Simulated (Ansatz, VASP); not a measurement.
Ba: VASP beside Ansatz

File INCAR:

```
SYSTEM = Ba
PREC = Accurate
ENCUT = 520
EDIFF = 1E-6
ISMEAR = 0
SIGMA = 0.15
LREAL = .FALSE.
LASPH = .TRUE.
NELM = 60
ALGO = Fast
ISIF = 2
LWAVE = .FALSE.
LCHARG = .TRUE.
GGA = PS
LELF = .TRUE.
LVHAR = .TRUE.
NBANDS = 11
```

File KPOINTS:

```
regular mesh
0
G
  14 14 14
  0 0 0
```

The input POSCAR:

```
Ba
1.0
   -2.5000000000      2.5000000000      2.7000000000
    2.5000000000     -2.5000000000      2.7000000000
    2.5000000000      2.5000000000     -2.7000000000
Ba
1
Direct
    0.0000000000      0.0000000000      0.0000000000
```

Input for Ansatz:

```yaml
crystal:
  lattice:
    - [-2.5, 2.5, 2.7]
    - [2.5, -2.5, 2.7]
    - [2.5, 2.5, -2.7]
  atoms:
    - { symbol: Ba, position: [0.0, 0.0, 0.0] }
basis:
  ecutwfc: 420
kpoints:
  mp_grid: { grid: [14, 14, 14] }
hamiltonian:
  xc: pbesol
scf:
  occupations: { method: gaussian, width: 0.15 }
output:
  forces: true
  stress: true
  eigenvalues: true
```

Change from the starting cell: strain +0.000 along x and y, +0.080 along z, atoms carried along.

Alike in both runs: task single point; functional PBEsol; k mesh 14 × 14 × 14; occupations gaussian, width 0.15 eV; no spin polarisation.

|  | VASP | Ansatz |
| --- | --- | --- |
| version | VASP 6.6.1 | Ansatz 0.2.0 |
| potentials or method | VASP PAW PBE potentials, release 64 (Ba_sv), cutoff 520 eV | scalar-relativistic, plane waves, PAW |
| valence electrons in the cell | 10 | 10 |

```csv
,VASP,Ansatz,Ansatz less VASP
gap on the k mesh at the Fermi level (eV),none,none,-
pressure (GPa),-1.1,-1.1,-0.04
"traceless stress, the component that is largest in VASP (GPa)",-0.12,-0.12,+0.002
```

VASP's potentials were made for PBE, not for PBEsol. A gap of «none» marks a metal or a gap that the smearing closes.

Neither program's run includes spin-orbit coupling.
